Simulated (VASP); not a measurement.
SnO2: single point with PBE

SnO2:

```
Sn O
1.0
     0.00000    4.52207    4.52207
     4.52207    0.00000    4.52207
     4.52207    4.52207    0.00000
Sn O
4 8
Direct
  0.28245 0.12500 0.46755
  0.62500 0.12500 0.12500
  0.12500 0.62500 0.12500
  0.12500 0.12500 0.12500
  0.89106 0.89106 0.89106
  0.89106 0.32683 0.89106
  0.89106 0.89106 0.32683
  0.32683 0.89106 0.89106
  0.92317 0.35894 0.35894
  0.35894 0.35894 0.92317
  0.35894 0.92317 0.35894
  0.35894 0.35894 0.35894
```

This cell differs from its parent crystal: atom 1 (Sn) moved by -0.712 Å along [1 0 0] and +0.712 Å along [0 0 1].

- Program: VASP 6.6.1
- Task: single point
- Functional: PBE
- Potentials or basis: VASP PAW PBE potentials, release 64 (Sn_d, O)
- Cutoff: 520 eV
- k mesh: 6 × 6 × 6
- Occupations: gaussian, width 0.05 eV
- Spin: no spin polarisation

```
Pressure      : 32.3 GPa
Largest force : 39.426 eV/Å
```

Forces in eV/Å, atoms in the order of the input:
```
Sn   27.186   8.730 -27.186
Sn  -13.894   0.205  13.894
Sn    1.012  -5.101   1.535
Sn   -1.535  -5.101  -1.012
O     0.602   0.710  -0.823
O     0.823   0.710  -0.602
O     0.673   0.595  -0.673
O    -0.344   0.285   0.344
O    -0.927   1.408   0.927
O     0.238   1.087  -0.238
O   -24.360  -1.764 -10.524
O    10.524  -1.764  24.360
```

Stress tensor (GPa, compression positive):
```
47.07  1.15 16.18
 1.15  2.74 -1.15
16.18 -1.15 47.07
```

Levels at points of the mesh, in eV from the Fermi level:
```
           k point  band 48  band 49  band 50  band 51  band 52  band 53  band 54  band 55  band 56  band 57
(0.00, 0.00, 0.00)    -1.57    -1.24    -1.14    -0.54    -0.42    -0.02     2.46     3.30     3.47     3.75
(0.50, 0.00, 0.00)    -1.68    -1.28    -1.12    -0.93    -0.06     1.40     1.89     3.71     3.86     4.70
(0.00, 0.50, 0.00)    -1.68    -1.29    -1.27    -0.68    -0.30     0.79     3.03     3.21     3.93     4.17
(0.00, 0.00, 0.50)    -1.72    -1.66    -1.55    -0.57    -0.04     0.94     2.82     3.45     3.68     4.00
(0.50, 0.50, 0.00)    -1.79    -1.40    -1.28    -0.68    -0.30     1.41     2.61     3.46     4.02     4.65
(0.50, 0.00, 0.50)    -1.85    -1.56    -1.41    -0.98    -0.07     1.40     2.53     3.75     3.88     4.96
```

It took 8.8 min on 1 thread of Intel(R) Xeon(R) 6975P-C (Granite Rapids), with other jobs on the host, peak memory 0.7 GiB.

Caveat: the cell differs from its parent crystal (atom 1 (Sn) moved by -0.712 Å along [1 0 0] and +0.712 Å along [0 0 1]); spin-orbit coupling is left out, which moves the levels of the heavy elements; forces of over 1 eV/Å act on the atoms, so gaps and moduli don't describe the material at rest.
